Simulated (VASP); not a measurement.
# SiO2 (Fddd) in VASP: a series of runs

Runs on SiO2. Level: PBE. Tasks: single point, relaxation of cell and atoms.

Program: VASP 6.6.1. These are calculated values, not measurements. Logs are shortened: lines on timing, memory, paths and dates and some standing lists are left out, and cuts for length are marked.

### 1 The cell of the first run

Symmetry: Fddd, No. 70, orthorhombic system. Conventional cell: a = 4.523 Å, b = 9.035 Å, c = 14.494 Å, α = 90.00°, β = 90.00°, γ = 90.00°. Within 2.1 Å of Si (site symmetry 2) lie 4 O at 1.57 to 1.61 Å. Within 2.1 Å of O (site symmetry -1) lie 2 Si at 1.57 Å. O (site symmetry 2) has 2 Si at 1.61 Å within 2.1 Å.

### 2 Single point, PBE (12.34 Å³/atom)

Input file INCAR:

```
PREC = Accurate ; ENCUT = 520
EDIFF = 1E-7 ; ISMEAR = 0
SIGMA = 0.02 ; LREAL = False
LASPH = True ; NELM = 60
ALGO = Normal ; ISIF = 2
LWAVE = False ; LCHARG = False
GGA = PE ; NBANDS = 44
```

Input file KPOINTS:

```
regular mesh
0
Gamma
  6 6 6
```

Input file POSCAR:

```
SiO2
1.0
    0.0000000000      4.5173444150      7.2470356761
    2.2617490949      0.0000000000      7.2470356761
    2.2617490949      4.5173444150      0.0000000000
Si O
4 8
Direct
    0.5610127490      0.5610127490      0.9389872510
    0.3110127490      0.3110127490      0.6889872510
    0.6889872510      0.6889872510      0.3110127490
    0.9389872510      0.9389872510      0.5610127490
    0.6250000000      0.1250000000      0.6250000000
    0.6250000000      0.6250000000      0.1250000000
    0.6250000000      0.6250000000      0.6250000000
    0.1250000000      0.6250000000      0.6250000000
    0.1703993901      0.8296006099      0.1703993901
    0.8296006099      0.1703993901      0.8296006099
    0.4203993901      0.0796006099      0.4203993901
    0.0796006099      0.4203993901      0.0796006099
```

Potentials or basis: VASP PAW PBE potentials, release 64 (Si, O).

On the command line:

```sh
> cat potpaw_PBE.64/Si/POTCAR potpaw_PBE.64/O/POTCAR > POTCAR
> mpirun -np 1 vasp_std > vasp.out
```

OUTCAR:

```text
PREC = Accurate
   ENCUT = 520
   EDIFF = 1E-7
   ISMEAR = 0
   LREAL = False
   LASPH = True
   NELM = 60
   ISIF = 2
   GGA = PE

 ion  position               nearest neighbor table
   1  0.561  0.561  0.939-   6 1.57   7 1.57   9 1.61  10 1.61   4 2.87   4 2.87   3 3.13   3 3.13

   2  0.311  0.311  0.689-   5 1.57   8 1.57  11 1.61  12 1.61   3 2.87   3 2.87   4 3.13   4 3.13

   3  0.689  0.689  0.311-   6 1.57   7 1.57  11 1.61  12 1.61   2 2.87   2 2.87   1 3.13   1 3.13

   4  0.939  0.939  0.561-   5 1.57   8 1.57   9 1.61  10 1.61   1 2.87   1 2.87   2 3.13   2 3.13

   5  0.625  0.125  0.625-   2 1.57   4 1.57
   6  0.625  0.625  0.125-   1 1.57   3 1.57
   7  0.625  0.625  0.625-   1 1.57   3 1.57
   8  0.125  0.625  0.625-   2 1.57   4 1.57
   9  0.170  0.830  0.170-   1 1.61   4 1.61
  10  0.830  0.170  0.830-   1 1.61   4 1.61
  11  0.420  0.080  0.420-   2 1.61   3 1.61
  12  0.080  0.420  0.080-   2 1.61   3 1.61

  LATTYP: Found a face centered orthorhombic cell.
 ALAT       =     4.5234981898
 B/A-ratio  =     1.9972791965
 C/A-ratio  =     3.2041731297

  Lattice vectors:

 A1 = (   0.0000000000,   4.5173444150,   7.2470356761)
 A2 = (   2.2617490949,   0.0000000000,   7.2470356761)
 A3 = (   2.2617490949,   4.5173444150,   0.0000000000)

Analysis of symmetry for initial positions (statically):
=====================================================================
 Subroutine PRICEL returns:
 Original cell was already a primitive cell.

 Routine SETGRP: Setting up the symmetry group for a
 face centered orthorhombic supercell.

 Subroutine GETGRP returns: Found  8 space group operations
 (whereof  4 operations were pure point group operations)
 out of a pool of  8 trial point group operations.

The static configuration has the point symmetry D_2 .
 The point group associated with its full space group is D_2h.

Analysis of symmetry for dynamics (positions and initial velocities):
=====================================================================
 Subroutine PRICEL returns:
 Original cell was already a primitive cell.

 Routine SETGRP: Setting up the symmetry group for a
 face centered orthorhombic supercell.

 Subroutine GETGRP returns: Found  8 space group operations
 (whereof  4 operations were pure point group operations)
 out of a pool of  8 trial point group operations.

The dynamic configuration has the point symmetry D_2 .
 The point group associated with its full space group is D_2h.

 Subroutine INISYM returns: Found  8 space group operations
 (whereof  4 operations are pure point group operations),
 and found     1 'primitive' translations

----------------------------------------------------------------------------------------

                                     Primitive cell

  volume of cell :     148.0874

  direct lattice vectors                    reciprocal lattice vectors
     0.000000000  4.517344415  7.247035676    -0.221067846  0.110684498  0.068993727
     2.261749095  0.000000000  7.247035676     0.221067846 -0.110684498  0.068993727
     2.261749095  4.517344415  0.000000000     0.221067846  0.110684498 -0.068993727

  length of vectors
     8.539667830  7.591774171  5.051921370     0.256675252  0.256675252  0.256675252

  position of ions in fractional coordinates (direct lattice)
     0.561012749  0.561012749  0.938987251
     0.311012749  0.311012749  0.688987251
     0.688987251  0.688987251  0.311012749
     0.938987251  0.938987251  0.561012749
     0.625000000  0.125000000  0.625000000
     0.625000000  0.625000000  0.125000000
     0.625000000  0.625000000  0.625000000
     0.125000000  0.625000000  0.625000000
     0.170399390  0.829600610  0.170399390
     0.829600610  0.170399390  0.829600610
     0.420399390  0.079600610  0.420399390
     0.079600610  0.420399390  0.079600610

  ion indices of the primitive-cell ions
   primitive index   ion index
                 1           1
                 2           2
                 3           3
                 4           4
                 5           5
                 6           6
                 7           7
                 8           8
                 9           9
                10          10
                11          11
                12          12

----------------------------------------------------------------------------------------

 KPOINTS: regular mesh

Automatic generation of k-mesh.
 Grid dimensions read from file:
 generate k-points for:    6    6    6

 Generating k-lattice:

  Cartesian coordinates                     Fractional coordinates (reciprocal lattice)
    -0.036844641  0.018447416  0.011498954     0.166666667  0.000000000  0.000000000
     0.036844641 -0.018447416  0.011498954     0.000000000  0.166666667  0.000000000
     0.036844641  0.018447416 -0.011498954     0.000000000  0.000000000  0.166666667

  Length of vectors
     0.042779209  0.042779209  0.042779209

  Shift w.r.t. Gamma in fractional coordinates (k-lattice)
     0.000000000  0.000000000  0.000000000

 Subroutine IBZKPT returns following result:
 ===========================================

 Found     46 irreducible k-points:

 Following reciprocal coordinates:
            Coordinates               Weight
  0.000000  0.000000  0.000000      1.000000
  0.166667  0.000000  0.000000      8.000000
  0.333333  0.000000  0.000000      8.000000
  0.500000  0.000000  0.000000      4.000000
  0.166667  0.166667  0.000000      2.000000
  0.333333  0.166667  0.000000      8.000000
[... 16 lines left out ...]
 -0.166667  0.166667  0.166667      8.000000
  0.500000  0.333333  0.166667      4.000000
 [... further k-points ...]
   k-points           NKPTS =     46   k-points in BZ     NKDIM =     46   number of bands    NBANDS=     44
   number of dos      NEDOS =    301   number of ions     NIONS =     12
   total plane-waves  NPLWV = 143360
   dimension x,y,z NGX =    64 NGY =   56 NGZ =   40
   dimension x,y,z NGXF=   128 NGYF=  112 NGZF=   80
   ions per type =               4   8
   NGX,Y,Z   is equivalent  to a cutoff of  12.46, 12.26, 13.16 a.u.
   NGXF,Y,Z  is equivalent  to a cutoff of  24.92, 24.53, 26.33 a.u.
 SYSTEM =  unknown system
   PREC   = accura    normal or accurate (medium, high low for compatibility)
   ISTART =      0    job   : 0-new  1-cont  2-samecut
   ICHARG =      2    charge: 1-file 2-atom 10-const
   ISPIN  =      1    spin polarized calculation?
   LNONCOLLINEAR =      F non collinear calculations
   LSORBIT =      F    spin-orbit coupling
   LASPH  =      T    aspherical Exc in radial PAW
   ENCUT  =  520.0 eV  38.22 Ry    6.18 a.u.  15.88 14.12  9.39*2*pi/ulx,y,z
   NELM   =     60;   NELMIN=  2; NELMDL= -5     # of ELM steps
   EDIFF  = 0.1E-06   stopping-criterion for ELM
   LREAL  =      F    real-space projection
   EDIFFG = 0.1E-05   stopping-criterion for IOM
   NSW    =      0    number of steps for IOM
   IBRION =     -1    ionic relax: 0-MD 1-quasi-New 2-CG
   NFREE  =      0    steps in history (QN), initial steepest desc. (CG)
   ISIF   =      2    stress and relaxation
   ISYM   =      2    0-nonsym 1-usesym 2-fastsym
   POTIM  = 0.5000    time-step for ionic-motion
   TEBEG  =    0.0;   TEEND  =   0.0 temperature during run
   PSTRESS=    0.0 pullay stress
   NELECT =      64.0000    total number of electrons
   NUPDOWN=      -1.0000    fix difference up-down
   EMIN   =  10.00;   EMAX   =-10.00  energy-range for DOS
   EFERMI =   0.00;   METHOD = LEGACY
   ISMEAR =     0;   SIGMA  =   0.02  broadening in eV -4-tet -1-fermi 0-gaus
   EFERMI_NEDOS =   21; number of points for ismear=-14 and -15
   IALGO  =     38    algorithm
   IMIX   =      4    mixing-type and parameters
     AMIX     =   0.40;   BMIX     =  1.00
     AMIX_MAG =   1.60;   BMIX_MAG =  1.00
  volume/ion in A,a.u.               =      12.34        83.28
  Fermi-wavevector in a.u.,A,eV,Ry     =   1.237738  2.338986 20.844071  1.531996
  Thomas-Fermi vector in A             =   2.372293
   LORBIT       =      0    0 simple, 1 ext, 2 COOP (PROOUT), +10 PAW based schemes
   GGA     = PE    functional components
   LHFCALC =     F    Hartree Fock is set to
   AEXX    =    0.0000 exact exchange contribution
   IVDW    =     0    specifies the selected vdW correction
   LEPSILON=     F    determine dielectric tensor
   LRPA    =     F    only Hartree local field effects (RPA)
 non-spin polarized calculation
 Gauss-broadening in eV      SIGMA  =   0.02
  energy-cutoff  :      520.00
  volume of cell :      148.09
 maximum number of plane-waves:      4025
   NGX = 31   NGY = 29   NGZ = 19

 number of electron      64.0000003 magnetization

 Free energy of the ion-electron system (eV)
  ---------------------------------------------------
  ext. energy  EPLUGINS =         0.00000000
  ---------------------------------------------------
  free energy    TOTEN  =       -93.68088335 eV

  energy without entropy =      -93.68088335  energy(sigma->0) =      -93.68088335

 E-fermi :   1.3652     XC(G=0):  -9.2240

 val. band max:        1.2808958684   @ k =   0.0000   0.0000   0.0000
 cond. band min:       7.2173097073   @ k =   0.0000   0.0000   0.0000
 fundamental gap:      5.9364138389
 Fermi energy:         1.3652389794

 k-point     1 :       0.0000    0.0000    0.0000
  band No.  band energies     occupation
      1     -18.5002      2.00000
      2     -17.4930      2.00000
      3     -17.4749      2.00000
      4     -16.3000      2.00000
      5     -16.2124      2.00000
      6     -16.1578      2.00000
[... 36 lines left out ...]
     43      13.9366      0.00000
     44      14.5048      0.00000

 k-point     2 :       0.1667    0.0000    0.0000
  band No.  band energies     occupation
      1     -18.3968      2.00000
      2     -17.6074      2.00000
      3     -17.3320      2.00000
      4     -16.3381      2.00000
      5     -16.2537      2.00000
      6     -16.2250      2.00000
[... 36 lines left out ...]
     43      13.4003      0.00000
     44      13.8187      0.00000

 k-point     3 :       0.3333    0.0000    0.0000
  band No.  band energies     occupation
      1     -18.1295      2.00000
      2     -17.6439      2.00000
      3     -17.2648      2.00000
      4     -16.6946      2.00000
      5     -16.2664      2.00000
      6     -16.2408      2.00000
[... 36 lines left out ...]
     43      13.1221      0.00000
     44      13.6485      0.00000

 k-point     4 :       0.5000    0.0000    0.0000
  band No.  band energies     occupation
      1     -17.9457      2.00000
      2     -17.4806      2.00000
      3     -17.4690      2.00000
      4     -16.8789      2.00000
      5     -16.2529      2.00000
      6     -16.2499      2.00000
[... 882 lines left out ...]
     43      13.2605      0.00000
     44      13.5531      0.00000

 k-point    23 :      -0.1667    0.1667    0.1667
  band No.  band energies     occupation
      1     -17.8934      2.00000
      2     -17.7174      2.00000
      3     -17.1949      2.00000
      4     -16.9673      2.00000
      5     -16.2710      2.00000
      6     -16.2304      2.00000
[... 36 lines left out ...]
     43      12.8929      0.00000
     44      13.2405      0.00000

 k-point    24 :       0.5000    0.3333    0.1667
  band No.  band energies     occupation
      1     -18.3146      2.00000
      2     -17.9788      2.00000
      3     -16.9192      2.00000
      4     -16.4626      2.00000
      5     -16.2921      2.00000
      6     -16.2370      2.00000
[... 36 lines left out ...]
     43      14.2936      0.00000
     44      14.4038      0.00000

 [... further k-points ...]

------------------------ aborting loop because EDIFF is reached ----------------------------------------

  FORCE on cell =-STRESS in cart. coord.  units (eV):
  Direction    XX          YY          ZZ          XY          YZ          ZX
  --------------------------------------------------------------------------------------
  -------------------------------------------------------------------------------------
  Total       16.7052139     16.4291109     16.7259387      0.0000000      0.0000000      0.0000000
  in kB      180.7359717    177.7487760    180.9601965      0.0000000      0.0000000      0.0000000
  external PRESSURE =     179.8149814 kB  Pullay stress =       0.0000000 kB

 VOLUME and BASIS-vectors are now :
 -----------------------------------------------------------------------------
  energy-cutoff  :      520.00
  volume of cell :      148.09
      direct lattice vectors                 reciprocal lattice vectors
     0.000000000  4.517344415  7.247035676    -0.221067846  0.110684498  0.068993727
     2.261749095  0.000000000  7.247035676     0.221067846 -0.110684498  0.068993727
     2.261749095  4.517344415  0.000000000     0.221067846  0.110684498 -0.068993727

 POSITION                                       TOTAL-FORCE (eV/Angst)
 -----------------------------------------------------------------------------------
      3.39262      6.77602      8.13136         0.000000      0.000000      0.053028
      2.26175      4.51734      4.50784        -0.000000     -0.000000      0.053028
      2.26175      4.51734      9.98623        -0.000000     -0.000000     -0.053028
      3.39262      6.77602     13.60975         0.000000      0.000000     -0.053028
      1.69631      5.64668      5.43528         0.000000      0.000000      0.000000
      1.69631      3.38801      9.05879         0.000000     -0.000000      0.000000
      2.82719      5.64668      9.05879        -0.000000      0.000000      0.000000
      2.82719      3.38801      5.43528        -0.000000      0.000000      0.000000
      2.26175      1.53951      7.24704         0.000000     -0.007994      0.000000
      2.26175      7.49518      7.24704         0.000000      0.007994      0.000000
      1.13087      3.79818      3.62352        -0.000000     -0.007994      0.000000
      1.13087      0.71917      3.62352        -0.000000      0.007994      0.000000
 -----------------------------------------------------------------------------------
    total drift:                                0.000000      0.000000      0.000000

  FREE ENERGIE OF THE ION-ELECTRON SYSTEM (eV)
  ---------------------------------------------------
  free  energy   TOTEN  =       -93.6808833475 eV

  energy  without entropy=      -93.6808833475  energy(sigma->0) =      -93.68088335
```

Wall time 12 min (1 thread of AMD EPYC 9755, shared host); peak memory 0.45 GiB.

Results:

* Free energy: -93.6809 eV
* Pressure: 18.0 GPa
* Largest force: 0.053 eV/Å
* Band gap on the k mesh: 5.94 eV

Forces on the atoms (eV/Å):
```
Si   0.000  0.000  0.053
Si   0.000  0.000  0.053
Si   0.000  0.000 -0.053
Si   0.000  0.000 -0.053
O    0.000  0.000  0.000
O    0.000  0.000  0.000
O    0.000  0.000  0.000
O    0.000  0.000  0.000
O    0.000 -0.008  0.000
O    0.000  0.008  0.000
O    0.000 -0.008  0.000
O    0.000  0.008  0.000
```

Stress tensor (GPa, compression positive):
```
18.07  0.00  0.00
 0.00 17.77  0.00
 0.00  0.00 18.10
```

Levels at points of the mesh, in eV from the valence-band top:
| k point | band 28 | band 29 | band 30 | band 31 | band 32 | band 33 | band 34 | band 35 | band 36 | band 37 |
| --- | --- | --- | --- | --- | --- | --- | --- | --- | --- | --- |
| (0.00, 0.00, 0.00) | -1.10 | -0.60 | -0.43 | -0.13 | 0.00 | 5.94 | 8.43 | 8.70 | 8.81 | 8.98 |
| (0.50, 0.00, 0.00) | -0.82 | -0.72 | -0.63 | -0.40 | -0.24 | 8.52 | 9.09 | 9.69 | 10.04 | 10.20 |
| (0.50, 0.50, 0.00) | -0.93 | -0.80 | -0.80 | -0.11 | -0.11 | 7.13 | 7.13 | 9.06 | 9.06 | 9.64 |
| (0.50, 0.00, 0.50) | -1.39 | -1.14 | -1.14 | -0.45 | -0.45 | 7.85 | 7.85 | 9.63 | 9.63 | 10.04 |
| (0.00, 0.50, 0.50) | -1.45 | -1.08 | -1.08 | -0.29 | -0.29 | 8.35 | 8.35 | 8.99 | 8.99 | 10.18 |

Caveat: the cell stands under pressure. A k mesh can miss the band edges.

### 3 Single point, PBE (12.76 Å³/atom)

This run uses another cell than the first one, of 12.76 Å³/atom.

Input file INCAR:

```
ALGO = Normal
EDIFF = 1E-6
ENCUT = 520
GGA = PE
ISIF = 2
ISMEAR = 0
LASPH = True
LCHARG = True
LELF = True
LREAL = False
LVHAR = True
LWAVE = False
NBANDS = 44
NELM = 100
PREC = Accurate
SIGMA = 0.02
```

Input file KPOINTS:

```
k-points
0
Gamma
  6 6 6
```

Input file POSCAR:

```
SiO2
1.0
    0.0000000000      4.5829628057      7.2801562738
    2.2948785879      0.0000000000      7.2801562738
    2.2948785879      4.5829628057      0.0000000000
Si O
4 8
Direct
    0.5616433990      0.5616433990      0.9383566010
    0.3116433990      0.3116433990      0.6883566010
    0.6883566010      0.6883566010      0.3116433990
    0.9383566010      0.9383566010      0.5616433990
    0.6250000000      0.1250000000      0.6250000000
    0.6250000000      0.6250000000      0.1250000000
    0.6250000000      0.6250000000      0.6250000000
    0.1250000000      0.6250000000      0.6250000000
    0.1746752084      0.8253247916      0.1746752084
    0.8253247916      0.1746752084      0.8253247916
    0.4246752084      0.0753247916      0.4246752084
    0.0753247916      0.4246752084      0.0753247916
```

Potentials or basis: VASP PAW PBE potentials, release 64 (Si, O).

On the command line:

```sh
> cat potpaw_PBE.64/Si/POTCAR potpaw_PBE.64/O/POTCAR > POTCAR
> mpirun -np 1 vasp_std > vasp.out
```

It took 9.5 min on 1 thread of AMD EPYC 9755, shared host; peak memory 0.46 GiB.

It converged, with:

```yaml
Free_energy: -94.1715 eV
Pressure: 12.8 GPa
Largest_force: 0.047 eV/Å
Band_gap_on_the_k_mesh: 5.94 eV
```

Forces on the atoms (eV/Å):
```
Si   0.000  0.000  0.047
Si   0.000  0.000  0.047
Si   0.000  0.000 -0.047
Si   0.000  0.000 -0.047
O    0.000  0.000  0.000
O    0.000  0.000  0.000
O    0.000  0.000  0.000
O    0.000  0.000  0.000
O    0.000 -0.006  0.000
O    0.000  0.006  0.000
O    0.000 -0.006  0.000
O    0.000  0.006  0.000
```

Stress tensor (GPa, compression positive):
```
12.89  0.00  0.00
 0.00 12.61  0.00
 0.00  0.00 12.87
```

Levels at points of the mesh, in eV from the valence-band top:
```csv
k point,band 30,band 31,band 32,band 33,band 34,band 35
"(0.00, 0.00, 0.00)",-0.45,-0.09,0.00,5.94,8.42,8.71
"(0.50, 0.00, 0.00)",-0.57,-0.34,-0.25,8.50,9.04,9.56
"(0.50, 0.50, 0.00)",-0.72,-0.12,-0.12,7.12,7.12,8.99
"(0.50, 0.00, 0.50)",-1.03,-0.37,-0.37,7.93,7.93,9.63
"(0.00, 0.50, 0.50)",-1.00,-0.22,-0.22,8.34,8.34,9.15
```

Caveat: the cell stands under pressure.

(Part 1 of 2 ends here.)
